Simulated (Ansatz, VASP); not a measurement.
# LiSc3 in VASP and in Ansatz

```xyz
4
Lattice="2.8460 0.0000 0.0000 -1.4230 2.4647 0.0000 0.0000 0.0000 9.1142" Properties=species:S:1:pos:R:3 pbc="T T T"
Li    0.0000    0.0000    4.5571
Sc    0.0000    0.0000    0.0000
Sc    1.4230    0.8216    6.8155
Sc    1.4230    0.8216    2.2987
```

Change from the starting cell: species swapped into the MgCd3 type (P-6m2, No. 187).

Alike in both runs: task relaxation of cell and atoms; functional PBE; k mesh 8 × 8 × 2; occupations gaussian, width 0.2 eV; no spin polarisation.

|  | VASP | Ansatz |
| --- | --- | --- |
| version | VASP 6.6.1 | Ansatz 0.2.0 |
| potentials or method | VASP PAW PBE potentials, release 64 (Li_sv, Sc_sv), cutoff 600 eV | scalar-relativistic, plane waves, PAW |
| valence electrons in the cell | 36 | 36 |

|  | VASP | Ansatz | Ansatz less VASP |
| --- | --- | --- | --- |
| gap on the k mesh at the Fermi level, each at its own relaxed structure (eV) | none | none | - |
| relaxed volume (Å³/atom) | 23.73 | 23.72 | -0.009 |
| relaxed length of the cell vector where the two differ most in proportion (Å) | 10.185 | 10.286 | +0.1012 |

A gap of «none» marks a metal or a gap that the smearing closes.

Noted on VASP's run: the cutoff is under 1.25 times that of the potentials, so the pressure is a little rough; the volume moved by over 15 % at a fixed basis, so the end points are rough.
